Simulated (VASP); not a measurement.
# Ti (P6_3/mmc) in VASP: further runs

The runs below take Ti through single point, relaxation of cell and atoms, with PBE.

All numbers are computed with VASP 6.6.1; they aren't measurements. Logs are shortened: lines on timing, memory, paths and dates and some standing lists are left out, and cuts for length are marked.

## (1) The cell of the first run

The structure is hexagonal, space group P6_3/mmc (No. 194). The conventional cell has a = 2.937 Å, b = 2.937 Å, c = 4.656 Å, α = 90.00°, β = 90.00°, γ = 120.00°. Within 3.8 Å of Ti (site symmetry -6m2) lie 12 Ti at 2.88 to 2.94 Å.

## (2) Single point, PBE

Contents of INCAR:

```
ALGO = Fast
EDIFF = 1E-7
ENCUT = 520
GGA = PE
ISIF = 2
ISMEAR = 0
LASPH = True
LCHARG = False
LREAL = False
LWAVE = False
NBANDS = 19
NELM = 60
PREC = Accurate
SIGMA = 0.1
```

Contents of KPOINTS:

```
k-points
0
Gamma
  12 12 8
```

Contents of POSCAR:

```
Ti
1.0
    2.9374903284      0.0000000000      0.0000000000
   -1.4687451642      2.5439412478      0.0000000000
    0.0000000000      0.0000000000      4.6564063680
Ti
2
Direct
    0.3333333333      0.6666666667      0.2500000000
    0.6666666667      0.3333333333      0.7500000000
```

Potentials or basis: VASP PAW PBE potentials, release 64 (Ti_sv).

Launch:

```
$ cat potpaw_PBE.64/Ti_sv/POTCAR > POTCAR
$ mpirun -np 1 vasp_std > vasp.out
```

OUTCAR:

```text
EDIFF = 1E-7
   ENCUT = 520
   GGA = PE
   ISIF = 2
   ISMEAR = 0
   LASPH = True
   LREAL = False
   NELM = 60
   PREC = Accurate

 ion  position               nearest neighbor table
   1  0.333  0.667  0.250-   2 2.88   2 2.88   2 2.88   2 2.88   2 2.88   2 2.88
   2  0.667  0.333  0.750-   1 2.88   1 2.88   1 2.88   1 2.88   1 2.88   1 2.88

  LATTYP: Found a hexagonal cell.
 ALAT       =     2.9374903284
 C/A-ratio  =     1.5851648337

  Lattice vectors:

 A1 = (   2.9374903284,   0.0000000000,   0.0000000000)
 A2 = (  -1.4687451642,   2.5439412478,   0.0000000000)
 A3 = (   0.0000000000,   0.0000000000,   4.6564063680)

Analysis of symmetry for initial positions (statically):
=====================================================================
 Subroutine PRICEL returns:
 Original cell was already a primitive cell.

 Routine SETGRP: Setting up the symmetry group for a
 hexagonal supercell.

 Subroutine GETGRP returns: Found 24 space group operations
 (whereof 12 operations were pure point group operations)
 out of a pool of 24 trial point group operations.

The static configuration has the point symmetry D_3d.
 The point group associated with its full space group is D_6h.

Analysis of symmetry for dynamics (positions and initial velocities):
=====================================================================
 Subroutine PRICEL returns:
 Original cell was already a primitive cell.

 Routine SETGRP: Setting up the symmetry group for a
 hexagonal supercell.

 Subroutine GETGRP returns: Found 24 space group operations
 (whereof 12 operations were pure point group operations)
 out of a pool of 24 trial point group operations.

The dynamic configuration has the point symmetry D_3d.
 The point group associated with its full space group is D_6h.

 Subroutine INISYM returns: Found 24 space group operations
 (whereof 12 operations are pure point group operations),
 and found     1 'primitive' translations

----------------------------------------------------------------------------------------

                                     Primitive cell

  volume of cell :      34.7964

  direct lattice vectors                    reciprocal lattice vectors
     2.937490328  0.000000000  0.000000000     0.340426653  0.196545420  0.000000000
    -1.468745164  2.543941248  0.000000000     0.000000000  0.393090839  0.000000000
     0.000000000  0.000000000  4.656406368     0.000000000  0.000000000  0.214757889

  length of vectors
     2.937490328  2.937490328  4.656406368     0.393090839  0.393090839  0.214757889

  position of ions in fractional coordinates (direct lattice)
     0.333333333  0.666666667  0.250000000
     0.666666667  0.333333333  0.750000000

  ion indices of the primitive-cell ions
   primitive index   ion index
                 1           1
                 2           2

----------------------------------------------------------------------------------------

 KPOINTS: k-points

Automatic generation of k-mesh.
 Grid dimensions read from file:
 generate k-points for:   12   12    8

 Generating k-lattice:

  Cartesian coordinates                     Fractional coordinates (reciprocal lattice)
     0.028368888  0.016378785  0.000000000     0.083333333  0.000000000  0.000000000
     0.000000000  0.032757570  0.000000000     0.000000000  0.083333333  0.000000000
     0.000000000  0.000000000  0.026844736     0.000000000  0.000000000  0.125000000

  Length of vectors
     0.032757570  0.032757570  0.026844736

  Shift w.r.t. Gamma in fractional coordinates (k-lattice)
     0.000000000  0.000000000  0.000000000

 Subroutine IBZKPT returns following result:
 ===========================================

 Found     95 irreducible k-points:

 Following reciprocal coordinates:
            Coordinates               Weight
  0.000000  0.000000  0.000000      1.000000
  0.083333 -0.000000  0.000000      6.000000
  0.166667 -0.000000  0.000000      6.000000
  0.250000  0.000000  0.000000      6.000000
  0.333333  0.000000  0.000000      6.000000
  0.416667 -0.000000  0.000000      6.000000
[... 16 lines left out ...]
  0.250000  0.000000  0.125000     12.000000
  0.333333  0.000000  0.125000     12.000000
 [... further k-points ...]
   k-points           NKPTS =     95   k-points in BZ     NKDIM =     95   number of bands    NBANDS=     19
   number of dos      NEDOS =    301   number of ions     NIONS =      2
   total plane-waves  NPLWV =  20736
   dimension x,y,z NGX =    24 NGY =   24 NGZ =   36
   dimension x,y,z NGXF=    48 NGYF=   48 NGZF=   72
   ions per type =               2
   NGX,Y,Z   is equivalent  to a cutoff of  13.58, 13.58, 12.85 a.u.
   NGXF,Y,Z  is equivalent  to a cutoff of  27.17, 27.17, 25.71 a.u.
 SYSTEM =  unknown system
   PREC   = accura    normal or accurate (medium, high low for compatibility)
   ISTART =      0    job   : 0-new  1-cont  2-samecut
   ICHARG =      2    charge: 1-file 2-atom 10-const
   ISPIN  =      1    spin polarized calculation?
   LNONCOLLINEAR =      F non collinear calculations
   LSORBIT =      F    spin-orbit coupling
   LASPH  =      T    aspherical Exc in radial PAW
   ENCUT  =  520.0 eV  38.22 Ry    6.18 a.u.   5.46  5.46  8.66*2*pi/ulx,y,z
   NELM   =     60;   NELMIN=  2; NELMDL= -5     # of ELM steps
   EDIFF  = 0.1E-06   stopping-criterion for ELM
   LREAL  =      F    real-space projection
   EDIFFG = 0.1E-05   stopping-criterion for IOM
   NSW    =      0    number of steps for IOM
   IBRION =     -1    ionic relax: 0-MD 1-quasi-New 2-CG
   NFREE  =      0    steps in history (QN), initial steepest desc. (CG)
   ISIF   =      2    stress and relaxation
   ISYM   =      2    0-nonsym 1-usesym 2-fastsym
   POTIM  = 0.5000    time-step for ionic-motion
   TEBEG  =    0.0;   TEEND  =   0.0 temperature during run
   PSTRESS=    0.0 pullay stress
   NELECT =      24.0000    total number of electrons
   NUPDOWN=      -1.0000    fix difference up-down
   EMIN   =  10.00;   EMAX   =-10.00  energy-range for DOS
   EFERMI =   0.00;   METHOD = LEGACY
   ISMEAR =     0;   SIGMA  =   0.10  broadening in eV -4-tet -1-fermi 0-gaus
   EFERMI_NEDOS =   21; number of points for ismear=-14 and -15
   IALGO  =     68    algorithm
   IMIX   =      4    mixing-type and parameters
     AMIX     =   0.40;   BMIX     =  1.00
     AMIX_MAG =   1.60;   BMIX_MAG =  1.00
  volume/ion in A,a.u.               =      17.40       117.41
  Fermi-wavevector in a.u.,A,eV,Ry     =   1.446440  2.733375 28.465958  2.092189
  Thomas-Fermi vector in A             =   2.564508
   LORBIT       =      0    0 simple, 1 ext, 2 COOP (PROOUT), +10 PAW based schemes
   GGA     = PE    functional components
   LHFCALC =     F    Hartree Fock is set to
   AEXX    =    0.0000 exact exchange contribution
   IVDW    =     0    specifies the selected vdW correction
   LEPSILON=     F    determine dielectric tensor
   LRPA    =     F    only Hartree local field effects (RPA)
 non-spin polarized calculation
 RMM-DIIS sequential band-by-band and
 Gauss-broadening in eV      SIGMA  =   0.10
  energy-cutoff  :      520.00
  volume of cell :       34.80
 maximum number of plane-waves:       965
 NGX is ok and might be reduce to    24
   NGX = 11   NGY = 11   NGZ = 17

 number of electron      24.0000001 magnetization

 Free energy of the ion-electron system (eV)
  ---------------------------------------------------
  ext. energy  EPLUGINS =         0.00000000
  ---------------------------------------------------
  free energy    TOTEN  =       -15.67678436 eV

  energy without entropy =      -15.66654524  energy(sigma->0) =      -15.67166480

 E-fermi :   8.3353     XC(G=0): -11.4895

 val. band max:        8.3299703856   @ k =   0.3333   0.2500   0.3750
 cond. band min:       8.3353393431   @ k =   0.3333   0.1667   0.3750
 fundamental gap:      0.0053689575
 Fermi energy:         8.3353364291

 k-point     1 :       0.0000    0.0000    0.0000
  band No.  band energies     occupation
      1     -48.5466      2.00000
      2     -48.4113      2.00000
      3     -25.1310      2.00000
      4     -24.4926      2.00000
      5     -24.4926      2.00000
      6     -24.4283      2.00000
[... 11 lines left out ...]
     18       9.9416      0.00000
     19      11.4618      0.00000

 k-point     2 :       0.0833   -0.0000    0.0000
  band No.  band energies     occupation
      1     -48.5399      2.00000
      2     -48.4087      2.00000
      3     -25.1159      2.00000
      4     -24.5235      2.00000
      5     -24.5029      2.00000
      6     -24.4347      2.00000
[... 11 lines left out ...]
     18       9.8349      0.00000
     19      11.5184      0.00000

 k-point     3 :       0.1667   -0.0000    0.0000
  band No.  band energies     occupation
      1     -48.5210      2.00000
      2     -48.4017      2.00000
      3     -25.0727      2.00000
      4     -24.6086      2.00000
      5     -24.5303      2.00000
      6     -24.5114      2.00000
[... 11 lines left out ...]
     18      10.0539      0.00000
     19      11.6369      0.00000

 k-point     4 :       0.2500    0.0000    0.0000
  band No.  band energies     occupation
      1     -48.4940      2.00000
      2     -48.3933      2.00000
      3     -25.0078      2.00000
      4     -24.7261      2.00000
      5     -24.6252      2.00000
      6     -24.5661      2.00000
[... 407 lines left out ...]
     18      10.0710      0.00000
     19      11.6175      0.00000

 k-point    23 :       0.2500    0.0000    0.1250
  band No.  band energies     occupation
      1     -48.4902      2.00000
      2     -48.3971      2.00000
      3     -24.9990      2.00000
      4     -24.7146      2.00000
      5     -24.6472      2.00000
      6     -24.5608      2.00000
[... 11 lines left out ...]
     18      10.5190      0.00000
     19      11.7098      0.00000

 k-point    24 :       0.3333    0.0000    0.1250
  band No.  band energies     occupation
      1     -48.4618      2.00000
      2     -48.3900      2.00000
      3     -24.9532      2.00000
      4     -24.8115      2.00000
      5     -24.7514      2.00000
      6     -24.5948      2.00000
[... 11 lines left out ...]
     18      11.0596      0.00000
     19      11.7767      0.00000

 [... further k-points ...]

------------------------ aborting loop because EDIFF is reached ----------------------------------------

  FORCE on cell =-STRESS in cart. coord.  units (eV):
  Direction    XX          YY          ZZ          XY          YZ          ZX
  --------------------------------------------------------------------------------------
  -------------------------------------------------------------------------------------
  Total       -0.0682858     -0.0682858     -0.0790242      0.0000000      0.0000000      0.0000000
  in kB       -3.1441740     -3.1441740     -3.6386156      0.0000000      0.0000000      0.0000000
  external PRESSURE =      -3.3089879 kB  Pullay stress =       0.0000000 kB

 VOLUME and BASIS-vectors are now :
 -----------------------------------------------------------------------------
  energy-cutoff  :      520.00
  volume of cell :       34.80
      direct lattice vectors                 reciprocal lattice vectors
     2.937490328  0.000000000  0.000000000     0.340426653  0.196545420  0.000000000
    -1.468745164  2.543941248  0.000000000     0.000000000  0.393090839  0.000000000
     0.000000000  0.000000000  4.656406368     0.000000000  0.000000000  0.214757889

 POSITION                                       TOTAL-FORCE (eV/Angst)
 -----------------------------------------------------------------------------------
     -0.00000      1.69596      1.16410         0.000000     -0.000000      0.000000
      1.46875      0.84798      3.49230        -0.000000      0.000000      0.000000
 -----------------------------------------------------------------------------------
    total drift:                               -0.000000      0.000000     -0.000000

  FREE ENERGIE OF THE ION-ELECTRON SYSTEM (eV)
  ---------------------------------------------------
  free  energy   TOTEN  =       -15.6767843605 eV

  energy  without entropy=      -15.6665452369  energy(sigma->0) =      -15.67166480
```

It took 95 s on 1 thread of Intel Xeon 6975P-C (Granite Rapids), shared host; peak memory 0.18 GiB.

What came out:

```yaml
Free_energy: -15.6768 eV
Pressure: -0.3 GPa
Band_gap_on_the_k_mesh: zero (bands 12 and 13 overlap by 1.00 eV)
```

Levels at points of the mesh, in eV from the Fermi level:
```csv
k point,band 8,band 9,band 10,band 11,band 12,band 13,band 14,band 15,band 16,band 17
"(0.00, 0.00, 0.00)",-32.73,-6.22,-2.70,0.74,0.76,0.76,0.86,1.25,1.25,1.61
"(0.50, 0.00, 0.00)",-32.80,-2.36,-2.17,-1.86,-0.65,0.47,0.61,1.15,3.32,3.54
"(0.00, 0.00, 0.50)",-32.78,-4.37,-4.37,0.06,0.06,0.66,0.66,0.66,0.66,2.77
"(0.50, 0.00, 0.50)",-32.89,-2.56,-2.56,-0.83,-0.83,1.30,1.30,1.71,1.71,3.45
```

## (3) Relaxation of cell and atoms, PBE

This run uses another cell than the first one, of 17.64 Å³/atom.

Contents of INCAR:

```
SYSTEM = Ti
PREC     = Accurate       ! precision mode
ENCUT    = 600            ! plane-wave cutoff, eV
EDIFF    = 1E-6           ! SCF threshold, eV
ISMEAR   = 0              ! smearing method
SIGMA    = 0.1            ! smearing width, eV
LREAL    = .False.        ! projectors in reciprocal space
LASPH    = .True.         ! aspherical terms in the spheres
NELM     = 80             ! most SCF steps
ALGO     = Fast           ! electronic algorithm
ISIF     = 3              ! what is computed and relaxed
LWAVE    = .False.        ! write WAVECAR
LCHARG   = .False.        ! write CHGCAR
GGA      = PE             ! functional
IBRION   = 2              ! ionic algorithm
NSW      = 90             ! ionic steps
EDIFFG   = -0.02          ! ionic threshold
```

Contents of KPOINTS:

```
Automatic mesh
0
Gamma
  12 12 8
  0 0 0
```

Contents of POSCAR:

```
Ti
1.0
    2.9500000000      0.0000000000      0.0000000000
   -1.4750000000      2.5547749412      0.0000000000
    0.0000000000      0.0000000000      4.6800000000
Ti
2
Direct
    0.3333333333      0.6666666667      0.2500000000
    0.6666666667      0.3333333333      0.7500000000
```

Potentials or basis: VASP PAW PBE potentials, release 64 (Ti_sv).

Launch:

```
$ cat potpaw_PBE.64/Ti_sv/POTCAR > POTCAR
$ mpirun -np 1 vasp_std > vasp.out
```

Wall time 2.6 min (1 thread of Intel Xeon 6975P-C (Granite Rapids), shared host); peak memory 0.2 GiB.

Results (log left out):

| Item | Value |
| --- | --- |
| Free energy | -15.6766 eV |
| Relaxed volume | 17.35 Å³/atom |
| Relaxed cell | a = 2.935 Å, b = 2.935 Å, c = 4.653 Å, α = 90.00°, β = 90.00°, γ = 120.00° |
| Space group after relaxing (to 0.1 Å) | P6_3/mmc (No. 194) |
| Energy gained by relaxing | 1.6 meV/atom |
| Ionic steps | 3 |
| Pressure after relaxing | 0.1 GPa |
| Band gap on the k mesh | zero (bands 12 and 13 overlap by 1.00 eV) |

Step by step:
| step | energy change (eV) | largest force (eV/Å) | pressure (GPa) | volume (Å³) |
| --- | --- | --- | --- | --- |
| 1 | 0.0000 | 0.0000 | -1.77 | 35.27 |
| 2 | -0.0015 | 0.0000 | 1.28 | 34.29 |
| 3 | -0.0032 | 0.0000 | 0.13 | 34.70 |

Final structure:
```
Ti
1.0
     2.93474    0.00000    0.00000
    -1.46737    2.54156    0.00000
     0.00000    0.00000    4.65281
Ti
2
Direct
  0.33333 0.66667 0.25000
  0.66667 0.33333 0.75000
```

Levels at points of the mesh, in eV from the Fermi level:
| k point | band 9 | band 10 | band 11 | band 12 | band 13 | band 14 | band 15 | band 16 |
| --- | --- | --- | --- | --- | --- | --- | --- | --- |
| (0.00, 0.00, 0.00) | -6.23 | -2.71 | 0.75 | 0.76 | 0.76 | 0.86 | 1.25 | 1.25 |
| (0.50, 0.00, 0.00) | -2.36 | -2.18 | -1.86 | -0.64 | 0.47 | 0.61 | 1.16 | 3.33 |
| (0.00, 0.00, 0.50) | -4.37 | -4.37 | 0.06 | 0.06 | 0.66 | 0.66 | 0.66 | 0.66 |
| (0.50, 0.00, 0.50) | -2.56 | -2.56 | -0.83 | -0.83 | 1.31 | 1.31 | 1.72 | 1.72 |
